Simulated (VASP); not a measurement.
**PbS: single point with PBE**

The system is PbS.

```xyz
2
Lattice="0.0000 2.9205 3.0095 2.9205 0.0000 3.0095 2.9205 2.9205 0.0000" Properties=species:S:1:pos:R:3 pbc="T T T"
Pb    0.0000    0.0000    0.0000
S     2.9205    2.9205    3.0095
```

This cell differs from its parent crystal: strain -0.015 along x and y, +0.015 along z.

* Program: VASP 6.6.1
* Task: single point
* Functional: PBE
* Potentials or basis: VASP PAW PBE potentials, release 64 (Pb_d, S)
* Cutoff: 520 eV
* k mesh: 10 × 10 × 10
* Occupations: gaussian, width 0.03 eV
* Spin: no spin polarisation

```json
{"Pressure": "3.3 GPa", "Band gap on the k mesh": "0.28 eV"}
```

Stress tensor (GPa, compression positive):
```
4.67 0.00 0.00
0.00 4.67 0.00
0.00 0.00 0.67
```

Levels at points of the mesh, in eV from the valence-band top:
| k point | band 7 | band 8 | band 9 | band 10 | band 11 | band 12 | band 13 | band 14 |
| --- | --- | --- | --- | --- | --- | --- | --- | --- |
| (0.00, 0.00, 0.00) | -6.04 | -2.37 | -2.37 | -2.14 | 4.78 | 5.46 | 5.46 | 6.53 |
| (0.50, 0.00, 0.00) | -8.99 | -1.93 | -1.85 | 0.00 | 0.28 | 1.81 | 1.98 | 8.64 |
| (0.50, 0.50, 0.00) | -7.15 | -5.34 | -3.55 | -3.55 | 3.84 | 5.37 | 5.83 | 5.83 |
| (0.50, 0.00, 0.50) | -7.31 | -5.40 | -3.76 | -3.45 | 3.72 | 5.33 | 5.71 | 5.98 |

Wall time 84 s on 1 thread of Intel Xeon 8259CL, with other jobs on the host, peak memory 0.23 GiB.

Caveat: the cell differs from its parent crystal (strain -0.015 along x and y, +0.015 along z); the cell stands under pressure; spin-orbit coupling is left out, which moves the levels of the heavy elements. A k mesh can miss the band edges.
